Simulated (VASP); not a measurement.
Set up this calculation in VASP 6.6.1, as the native input.

- Task: single point
- Functional: LDA
- Potentials or basis: VASP PAW LDA potentials, release 64 (Ga_d, N)
- Cutoff: 520 eV
- k mesh: 8 × 6 × 6
- Occupations: gaussian, width 0.05 eV
- Spin: no spin polarisation
- Dipole correction: no
- Further INCAR settings: ALGO = Normal; EDIFF = 1e-06; NBANDS = 46

The structure of GaN lies in POSCAR:

```
GaN
1.0
   -3.1515767111      0.0000000000      0.0000000000
    0.0000000000      0.0000000000     -5.1382481593
    0.0000000000     -5.4586909876      0.0000000000
Ga N
4 4
Direct
    0.5000000000      0.0023056805      0.1797169947
    0.0000000000     -0.0080189970      0.6536225284
    0.0000000000      0.4919810030      0.3463774716
    0.5000000000      0.5023056805      0.8202830053
    0.5000000000      0.6396134740      0.1685733168
    0.0000000000      0.6444046297      0.6647980818
    0.0000000000      0.1444046297      0.3352019182
    0.5000000000      0.1396134740      0.8314266832
```

This cell differs from its parent crystal: atoms displaced along several vibrational modes.

The input as run:

INCAR

```
ALGO = Normal
EDIFF = 1E-6
ENCUT = 520
ISIF = 2
ISMEAR = 0
LASPH = True
LCHARG = False
LREAL = False
LWAVE = False
NBANDS = 46
NELM = 60
PREC = Accurate
SIGMA = 0.05
```

KPOINTS

```
k-points
0
Gamma
  8 6 6
```

Potentials or basis: VASP PAW LDA potentials, release 64 (Ga_d, N).

Launch:

```sh
$ cat potpaw_LDA.64/Ga_d/POTCAR potpaw_LDA.64/N/POTCAR > POTCAR
$ mpirun -np 1 vasp_std > vasp.out
```

It gave:

The pressure is 3.4 GPa. The largest force is 3.296 eV/Å and the band gap on the k mesh is 1.91 eV.

Caveat: the cell differs from its parent crystal (atoms displaced along several vibrational modes); the stress differs along the axes, from -2 to 15 GPa; forces of over 1 eV/Å act on the atoms, so gaps and moduli don't describe the material at rest.

It took 7.9 min on 1 thread of Intel Xeon 8259CL (shared host), peak memory 0.33 GiB.
